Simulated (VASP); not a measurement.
# SiC (F-43m) in VASP: notebook

The runs below take SiC through single point, with r2SCAN.

Everything below comes from runs of VASP 6.6.1. Logs are shortened: lines on timing, memory, paths and dates and some standing lists are left out, and cuts for length are marked.

**What was measured.**

“Insight into the structural, elastic and electronic properties of a new orthorhombic 6O-SiC polytype”, 2020, pmc:7200658 quotes, for a bulk crystal of SiC: band gap 2.4 eV (indirect).

The runs below are set against these values where they give the same quantity.

### 1 The cell of the first run

Symmetry: F-43m, No. 216, cubic system. The conventional cell has a = 4.358 Å, b = 4.358 Å, c = 4.358 Å, α = 90.00°, β = 90.00°, γ = 90.00°. Si (site symmetry -43m) has 4 C at 1.89 Å within 2.5 Å. C (site symmetry -43m) has 4 Si at 1.89 Å within 2.5 Å.

### 2 Single point, r2SCAN

File POSCAR:

```
SiC
1.0
    0.0000000000      2.1790000000      2.1790000000
    2.1790000000      0.0000000000      2.1790000000
    2.1790000000      2.1790000000      0.0000000000
Si C
1 1
Direct
    0.0000000000      0.0000000000      0.0000000000
    0.7500000000      0.7500000000      0.7500000000
```

File INCAR.step1:

```
SYSTEM = SiC
PREC = Accurate ; ENCUT = 660
ISMEAR = 0 ; SIGMA = 0.01
LREAL = .FALSE. ; LASPH = .TRUE.
NELM = 120 ; NBANDS = 11
GGA = PE ; ALGO = Normal
EDIFF = 1E-5 ; LWAVE = .TRUE.
LCHARG = .FALSE. ; GGA_COMPAT = .FALSE.
```

File INCAR.step2:

```
SYSTEM = SiC
PREC = Accurate ; ENCUT = 660
EDIFF = 1E-6 ; ISMEAR = 0
SIGMA = 0.01 ; LREAL = .FALSE.
LASPH = .TRUE. ; NELM = 120
ALGO = Normal ; ISIF = 2
LWAVE = .FALSE. ; LCHARG = .FALSE.
METAGGA = R2SCAN ; LMIXTAU = .TRUE.
NBANDS = 11 ; ISTART = 1
GGA_COMPAT = .FALSE.
```

File KPOINTS:

```
regular mesh
0
G
  7 7 7
  0 0 0
```

Potentials or basis: VASP PAW PBE potentials, release 64 (Si, C).

Started as:

```console
$ cat potpaw_PBE.64/Si/POTCAR potpaw_PBE.64/C/POTCAR > POTCAR
$ cp INCAR.step1 INCAR
$ mpirun -np 1 vasp_std > vasp.out
$ cp INCAR.step2 INCAR
$ mpirun -np 1 vasp_std > vasp.out
```

OUTCAR:

```text
SYSTEM = SiC
   PREC = Accurate
   ENCUT = 660
   EDIFF = 1E-6
   ISMEAR = 0
   LREAL = .FALSE.
   LASPH = .TRUE.
   NELM = 120
   ISIF = 2
   METAGGA = R2SCAN
   ISTART = 1

 ion  position               nearest neighbor table
   1  0.000  0.000  0.000-   2 1.89   2 1.89   2 1.89   2 1.89
   2  0.750  0.750  0.750-   1 1.89   1 1.89   1 1.89   1 1.89

  LATTYP: Found a face centered cubic cell.
 ALAT       =     4.3580000000

  Lattice vectors:

 A1 = (   0.0000000000,   2.1790000000,   2.1790000000)
 A2 = (   2.1790000000,   0.0000000000,   2.1790000000)
 A3 = (   2.1790000000,   2.1790000000,   0.0000000000)

Analysis of symmetry for initial positions (statically):
=====================================================================
 Subroutine PRICEL returns:
 Original cell was already a primitive cell.

 Routine SETGRP: Setting up the symmetry group for a
 face centered cubic supercell.

 Subroutine GETGRP returns: Found 24 space group operations
 (whereof 24 operations were pure point group operations)
 out of a pool of 48 trial point group operations.

The static configuration has the point symmetry T_d .

Analysis of symmetry for dynamics (positions and initial velocities):
=====================================================================
 Subroutine PRICEL returns:
 Original cell was already a primitive cell.

 Routine SETGRP: Setting up the symmetry group for a
 face centered cubic supercell.

 Subroutine GETGRP returns: Found 24 space group operations
 (whereof 24 operations were pure point group operations)
 out of a pool of 48 trial point group operations.

The dynamic configuration has the point symmetry T_d .

 Subroutine INISYM returns: Found 24 space group operations
 (whereof 24 operations are pure point group operations),
 and found     1 'primitive' translations

----------------------------------------------------------------------------------------

                                     Primitive cell

  volume of cell :      20.6920

  direct lattice vectors                    reciprocal lattice vectors
     0.000000000  2.179000000  2.179000000    -0.229463056  0.229463056  0.229463056
     2.179000000  0.000000000  2.179000000     0.229463056 -0.229463056  0.229463056
     2.179000000  2.179000000  0.000000000     0.229463056  0.229463056 -0.229463056

  length of vectors
     3.081571352  3.081571352  3.081571352     0.397441672  0.397441672  0.397441672

  position of ions in fractional coordinates (direct lattice)
     0.000000000  0.000000000  0.000000000
     0.750000000  0.750000000  0.750000000

  ion indices of the primitive-cell ions
   primitive index   ion index
                 1           1
                 2           2

----------------------------------------------------------------------------------------

 KPOINTS: regular mesh

Automatic generation of k-mesh.
 Grid dimensions read from file:
 generate k-points for:    7    7    7

 Generating k-lattice:

  Cartesian coordinates                     Fractional coordinates (reciprocal lattice)
    -0.032780437  0.032780437  0.032780437     0.142857143  0.000000000  0.000000000
     0.032780437 -0.032780437  0.032780437     0.000000000  0.142857143  0.000000000
     0.032780437  0.032780437 -0.032780437     0.000000000  0.000000000  0.142857143

  Length of vectors
     0.056777382  0.056777382  0.056777382

  Shift w.r.t. Gamma in fractional coordinates (k-lattice)
     0.000000000  0.000000000  0.000000000

 Subroutine IBZKPT returns following result:
 ===========================================

 Found     20 irreducible k-points:

 Following reciprocal coordinates:
            Coordinates               Weight
  0.000000  0.000000  0.000000      1.000000
  0.142857  0.000000  0.000000      8.000000
  0.285714  0.000000  0.000000      8.000000
  0.428571  0.000000  0.000000      8.000000
  0.142857  0.142857  0.000000      6.000000
  0.285714  0.142857  0.000000     24.000000
[... 12 lines left out ...]
 -0.428571  0.428571  0.142857     24.000000
 -0.285714  0.428571  0.142857     24.000000
   k-points           NKPTS =     20   k-points in BZ     NKDIM =     20   number of bands    NBANDS=     11
   number of dos      NEDOS =    301   number of ions     NIONS =      2
   total plane-waves  NPLWV =  21952
   dimension x,y,z NGX =    28 NGY =   28 NGZ =   28
   dimension x,y,z NGXF=    56 NGYF=   56 NGZF=   56
   ions per type =               1   1
   NGX,Y,Z   is equivalent  to a cutoff of  15.11, 15.11, 15.11 a.u.
   NGXF,Y,Z  is equivalent  to a cutoff of  30.21, 30.21, 30.21 a.u.
 SYSTEM =  SiC
   PREC   = accura    normal or accurate (medium, high low for compatibility)
   ISTART =      1    job   : 0-new  1-cont  2-samecut
   ICHARG =      0    charge: 1-file 2-atom 10-const
   ISPIN  =      1    spin polarized calculation?
   LNONCOLLINEAR =      F non collinear calculations
   LSORBIT =      F    spin-orbit coupling
   LASPH  =      T    aspherical Exc in radial PAW
   ENCUT  =  660.0 eV  48.51 Ry    6.96 a.u.   6.46  6.46  6.46*2*pi/ulx,y,z
   NELM   =    120;   NELMIN=  2; NELMDL=  0     # of ELM steps
   EDIFF  = 0.1E-05   stopping-criterion for ELM
   LREAL  =      F    real-space projection
   EDIFFG = 0.1E-04   stopping-criterion for IOM
   NSW    =      0    number of steps for IOM
   IBRION =     -1    ionic relax: 0-MD 1-quasi-New 2-CG
   NFREE  =      0    steps in history (QN), initial steepest desc. (CG)
   ISIF   =      2    stress and relaxation
   ISYM   =      2    0-nonsym 1-usesym 2-fastsym
   POTIM  = 0.5000    time-step for ionic-motion
   TEBEG  =    0.0;   TEEND  =   0.0 temperature during run
   PSTRESS=    0.0 pullay stress
   NELECT =       8.0000    total number of electrons
   NUPDOWN=      -1.0000    fix difference up-down
   EMIN   =  10.00;   EMAX   =-10.00  energy-range for DOS
   EFERMI =   0.00;   METHOD = LEGACY
   ISMEAR =     0;   SIGMA  =   0.01  broadening in eV -4-tet -1-fermi 0-gaus
   EFERMI_NEDOS =   21; number of points for ismear=-14 and -15
   IALGO  =     38    algorithm
   IMIX   =      4    mixing-type and parameters
     AMIX     =   0.40;   BMIX     =  1.00
     AMIX_MAG =   1.60;   BMIX_MAG =  1.00
  volume/ion in A,a.u.               =      10.35        69.82
  Fermi-wavevector in a.u.,A,eV,Ry     =   1.192626  2.253736 19.352338  1.422357
  Thomas-Fermi vector in A             =   2.328660
   LORBIT       =      0    0 simple, 1 ext, 2 COOP (PROOUT), +10 PAW based schemes
   METAGGA = R2SCAN    functional components
   LHFCALC =     F    Hartree Fock is set to
   AEXX    =    0.0000 exact exchange contribution
   IVDW    =     0    specifies the selected vdW correction
   LEPSILON=     F    determine dielectric tensor
   LRPA    =     F    only Hartree local field effects (RPA)
 non-spin polarized calculation
 Gauss-broadening in eV      SIGMA  =   0.01
  energy-cutoff  :      660.00
  volume of cell :       20.69
 maximum number of plane-waves:       821
 NGX is ok and might be reduce to    28
   NGX = 13   NGY = 13   NGZ = 13

 number of electron       8.0000000 magnetization

 Free energy of the ion-electron system (eV)
  ---------------------------------------------------
  ext. energy  EPLUGINS =         0.00000000
  ---------------------------------------------------
  free energy    TOTEN  =       -19.32848173 eV

  energy without entropy =      -19.32848173  energy(sigma->0) =      -19.32848173

 E-fermi :   8.1198     XC(G=0): -11.9333

 val. band max:        7.9824624939   @ k =   0.0000   0.0000   0.0000
 cond. band min:       9.9593684948   @ k =   0.4286   0.4286   0.0000
 fundamental gap:      1.9769060009
 Fermi energy:         8.1197877339

 k-point     1 :       0.0000    0.0000    0.0000
  band No.  band energies     occupation
      1      -8.1964      2.00000
      2       7.9825      2.00000
      3       7.9825      2.00000
      4       7.9825      2.00000
      5      14.8170      0.00000
      6      15.8321      0.00000
      7      15.8321      0.00000
      8      15.8321      0.00000
      9      23.1913      0.00000
     10      23.1913      0.00000
     11      25.7448      0.00000

 k-point     2 :       0.1429    0.0000    0.0000
  band No.  band energies     occupation
      1      -7.7850      2.00000
      2       6.0546      2.00000
      3       7.7166      2.00000
      4       7.7166      2.00000
      5      14.9892      0.00000
      6      16.2871      0.00000
      7      16.2872      0.00000
      8      16.7066      0.00000
      9      21.8172      0.00000
     10      21.8172      0.00000
     11      24.9416      0.00000

 k-point     3 :       0.2857    0.0000    0.0000
  band No.  band energies     occupation
      1      -6.6001      2.00000
      2       2.6564      2.00000
      3       7.2312      2.00000
      4       7.2312      2.00000
      5      14.3977      0.00000
      6      16.3693      0.00000
      7      16.3693      0.00000
      8      18.4932      0.00000
      9      22.2730      0.00000
     10      22.2730      0.00000
     11      24.1396      0.00000

 k-point     4 :       0.4286    0.0000    0.0000
  band No.  band energies     occupation
      1      -4.9790      2.00000
      2      -0.2601      2.00000
      3       6.9175      2.00000
      4       6.9175      2.00000
      5      14.0226      0.00000
      6      15.8271      0.00000
      7      15.8271      0.00000
      8      18.9365      0.00000
      9      25.0890      0.00000
     10      25.2470      0.00000
     11      25.2470      0.00000
[... 183 lines left out ...]
 k-point    18 :      -0.4286    0.2857    0.1429
  band No.  band energies     occupation
      1      -4.0859      2.00000
      2       0.5626      2.00000
      3       3.6979      2.00000
      4       5.4110      2.00000
      5      13.6742      0.00000
      6      16.2164      0.00000
      7      18.4811      0.00000
      8      19.9061      0.00000
      9      22.3302      0.00000
     10      25.2789      0.00000
     11      29.2554      0.00000

 k-point    19 :      -0.4286    0.4286    0.1429
  band No.  band energies     occupation
      1      -3.5110      2.00000
      2       0.8084      2.00000
      3       3.5778      2.00000
      4       4.0795      2.00000
      5      12.0570      0.00000
      6      15.1446      0.00000
      7      19.4386      0.00000
      8      22.3427      0.00000
      9      22.7607      0.00000
     10      26.7443      0.00000
     11      30.7036      0.00000

 k-point    20 :      -0.2857    0.4286    0.1429
  band No.  band energies     occupation
      1      -3.0898      2.00000
      2       0.6949      2.00000
      3       2.3546      2.00000
      4       4.2707      2.00000
      5      13.1653      0.00000
      6      17.2382      0.00000
      7      18.9284      0.00000
      8      19.6952      0.00000
      9      22.6467      0.00000
     10      25.6750      0.00000
     11      30.7635      0.00000

------------------------ aborting loop because EDIFF is reached ----------------------------------------

  FORCE on cell =-STRESS in cart. coord.  units (eV):
  Direction    XX          YY          ZZ          XY          YZ          ZX
  --------------------------------------------------------------------------------------
  -------------------------------------------------------------------------------------
  Total       -0.0826214     -0.0826214     -0.0826214      0.0000000     -0.0000000      0.0000000
  in kB       -6.3973713     -6.3973713     -6.3973713      0.0000000     -0.0000000      0.0000000
  external PRESSURE =      -6.3973713 kB  Pullay stress =       0.0000000 kB

 VOLUME and BASIS-vectors are now :
 -----------------------------------------------------------------------------
  energy-cutoff  :      660.00
  volume of cell :       20.69
      direct lattice vectors                 reciprocal lattice vectors
     0.000000000  2.179000000  2.179000000    -0.229463056  0.229463056  0.229463056
     2.179000000  0.000000000  2.179000000     0.229463056 -0.229463056  0.229463056
     2.179000000  2.179000000  0.000000000     0.229463056  0.229463056 -0.229463056

 POSITION                                       TOTAL-FORCE (eV/Angst)
 -----------------------------------------------------------------------------------
      0.00000      0.00000      0.00000        -0.000000     -0.000000     -0.000000
      3.26850      3.26850      3.26850         0.000000      0.000000      0.000000
 -----------------------------------------------------------------------------------
    total drift:                                0.000000      0.000000      0.000000

  FREE ENERGIE OF THE ION-ELECTRON SYSTEM (eV)
  ---------------------------------------------------
  free  energy   TOTEN  =       -19.3284817292 eV

  energy  without entropy=      -19.3284817292  energy(sigma->0) =      -19.32848173
```

Wall time 28 s (1 thread of AMD EPYC 7R13 (Zen 3), shared host); peak memory 0.13 GiB.

What came out:

| Quantity | Value |
| --- | --- |
| Free energy | -19.3285 eV |
| Pressure | -0.6 GPa |
| Band gap on the k mesh | 1.98 eV (least direct gap 5.20 eV) |

Levels at points of the mesh, in eV from the valence-band top:
| k point | band 1 | band 2 | band 3 | band 4 | band 5 | band 6 | band 7 | band 8 | band 9 |
| --- | --- | --- | --- | --- | --- | --- | --- | --- | --- |
| (0.00, 0.00, 0.00) | -16.18 | 0.00 | 0.00 | 0.00 | 6.83 | 7.85 | 7.85 | 7.85 | 15.21 |

Caveat: the PAW data sets were made with another functional, which shifts forces and pressure a little; an odd mesh through Γ misses points on the zone boundary, where band edges can lie.

### 3 Single point, r2SCAN

POSCAR is that of step 2.

File INCAR.step1:

```
ALGO     = Normal         # electronic algorithm
EDIFF    = 1E-5           # SCF threshold, eV
ENCUT    = 660            # plane-wave cutoff, eV
GGA      = PE             # functional
GGA_COMPAT= F            
ISMEAR   = 0              # smearing method
LASPH    = T              # aspherical terms in the spheres
LCHARG   = F              # write CHGCAR
LREAL    = F              # projectors in reciprocal space
LWAVE    = T              # write WAVECAR
NBANDS   = 11             # bands
NELM     = 120            # most SCF steps
PREC     = Accurate       # precision mode
SIGMA    = 0.01           # smearing width, eV
```

File INCAR.step2:

```
ALGO     = Normal         # electronic algorithm
EDIFF    = 1E-6           # SCF threshold, eV
ENCUT    = 660            # plane-wave cutoff, eV
GGA_COMPAT= F            
ISIF     = 2              # what is computed and relaxed
ISMEAR   = 0              # smearing method
ISTART   = 1            
LASPH    = T              # aspherical terms in the spheres
LCHARG   = F              # write CHGCAR
LMIXTAU  = T            
LREAL    = F              # projectors in reciprocal space
LWAVE    = F              # write WAVECAR
METAGGA  = R2SCAN         # meta-GGA
NBANDS   = 11             # bands
NELM     = 120            # most SCF steps
PREC     = Accurate       # precision mode
SIGMA    = 0.01           # smearing width, eV
```

File KPOINTS:

```
k-points
0
Gamma
  7 7 7
```

Potentials or basis: VASP PAW PBE potentials, release 64 (Si, C).

Started as:

```console
$ cat potpaw_PBE.64/Si/POTCAR potpaw_PBE.64/C/POTCAR > POTCAR
$ cp INCAR.step1 INCAR
$ mpirun -np 1 vasp_std > vasp.out
$ cp INCAR.step2 INCAR
$ mpirun -np 1 vasp_std > vasp.out
```

Wall time 28 s (1 thread of AMD EPYC 7R13 (Zen 3), shared host); peak memory 0.12 GiB.

The run converged. Its results:

| Item | Value |
| --- | --- |
| Free energy | -19.3285 eV |
| Pressure | -0.6 GPa |
| Band gap on the k mesh | 1.98 eV (least direct gap 5.20 eV) |

Levels at points of the mesh, in eV from the valence-band top:
```tsv
k point	band 1	band 2	band 3	band 4	band 5	band 6	band 7	band 8
(0.00, 0.00, 0.00)	-16.18	0.00	0.00	0.00	6.83	7.85	7.85	7.85
```

Caveat: the PAW data sets were made with another functional, which shifts forces and pressure a little; an odd mesh through Γ misses points on the zone boundary, where band edges can lie.

### 4 Comparison with measurements

Step 2. A measured gap of SiC is 2.4 eV (indirect; quoted in “Insight into the structural, elastic and electronic properties of a new orthorhombic 6O-SiC polytype”, 2020, pmc:7200658); the calculated 1.98 eV misses it by -0.42 eV. The value is that of r2SCAN on a finite k mesh, which can miss the band edges, without temperature or zero-point motion.

Step 3. Against the measured gap of SiC, 2.4 eV (indirect; quoted in “Insight into the structural, elastic and electronic properties of a new orthorhombic 6O-SiC polytype”, 2020, pmc:7200658), the calculated 1.98 eV is off by -0.42 eV. The value is that of r2SCAN on a finite k mesh, which can miss the band edges, without temperature or zero-point motion.
